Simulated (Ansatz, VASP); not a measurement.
**HgTe: VASP beside Ansatz**

```
Hg Te
1.0
     4.23364    0.00000    0.00000
    -2.11682    3.66644    0.00000
     0.00000    0.00000    7.39658
Hg Te
2 2
Direct
  0.00000 0.00000 0.00000
  0.00000 0.00000 0.50000
  0.33333 0.66667 0.25000
  0.66667 0.33333 0.75000
```

Alike in both runs: task single point; functional PBE; k mesh 12 × 12 × 4; occupations fermi-dirac, width 0.02 eV; no spin polarisation.

|  | VASP | Ansatz |
| --- | --- | --- |
| version | VASP 6.6.1 | Ansatz 0.2.0 |
| potentials or method | VASP PAW PBE potentials, release 64 (Hg, Te) | plane waves, PAW |
| plane-wave cutoff (eV) | 520 | 420 |
| valence electrons in the cell | 36 | 72 |

|  | VASP | Ansatz | Ansatz less VASP |
| --- | --- | --- | --- |
| pressure (GPa) | 1.4 | 1.2 | -0.12 |

The functional is the same, so the differences come from potentials, cutoffs and numerics. VASP's potentials hold 36 valence electrons a cell and Ansatz's 72, so a difference there can come from the potentials and not from the codes.

Neither program's run includes spin-orbit coupling.
